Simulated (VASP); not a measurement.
Wanted: the native input for a VASP 6.6.1 run.

| Item | Value |
| --- | --- |
| Task | single point |
| Functional | PBE |
| Potentials or basis | VASP PAW PBE potentials, release 64 (Ga_d, N) |
| Cutoff | 520 eV |
| k mesh | 10 × 10 × 10 |
| Occupations | gaussian, width 0.05 eV |
| Spin | no spin polarisation |
| Dipole correction | no |
| Further INCAR settings | ALGO = Normal; EDIFF = 1e-06; NBANDS = 16 |

The structure of GaN lies in POSCAR:

```
GaN
1.0
    0.0000000000      2.2742384873      2.2742384873
    2.2742384873      0.0000000000      2.2742384873
    2.2742384873      2.2742384873      0.0000000000
Ga N
1 1
Direct
    0.0000000000      0.0000000000      0.0000000000
    0.7785598479      0.7404800507      0.7404800507
```

This cell differs from its parent crystal: all N atoms moved -0.075 Å, as atom 2 towards its neighbour atom 1 (Ga) at 1.970 Å.

One way to write it, as run:

INCAR

```
SYSTEM = GaN
  PREC = Accurate
  ENCUT = 520
  EDIFF = 1E-6
  ISMEAR = 0
  SIGMA = 0.05
  LREAL = .FALSE.
  LASPH = .TRUE.
  NELM = 80
  ALGO = Normal
  ISIF = 2
  LWAVE = .FALSE.
  LCHARG = .TRUE.
  GGA = PE
  LELF = .TRUE.
  LVHAR = .TRUE.
  NBANDS = 16
```

KPOINTS

```
Automatic mesh
0
G
  10 10 10
  0 0 0
```

Potentials or basis: VASP PAW PBE potentials, release 64 (Ga_d, N).

The run is started by

```bash
$ cat potpaw_PBE.64/Ga_d/POTCAR potpaw_PBE.64/N/POTCAR > POTCAR
$ mpirun -np 1 vasp_std > vasp.out
```

It gave:

```
Pressure               : 0.5 GPa
Largest force          : 0.700 eV/Å
Band gap on the k mesh : 1.39 eV, direct
```

Caveat: the cell differs from its parent crystal (all N atoms moved -0.075 Å, as atom 2 towards its neighbour atom 1 (Ga) at 1.970 Å).

Wall time 22 s on 1 thread of AMD EPYC 9R45 96-Core Processor (Zen 5) (shared host), peak memory 0.14 GiB.
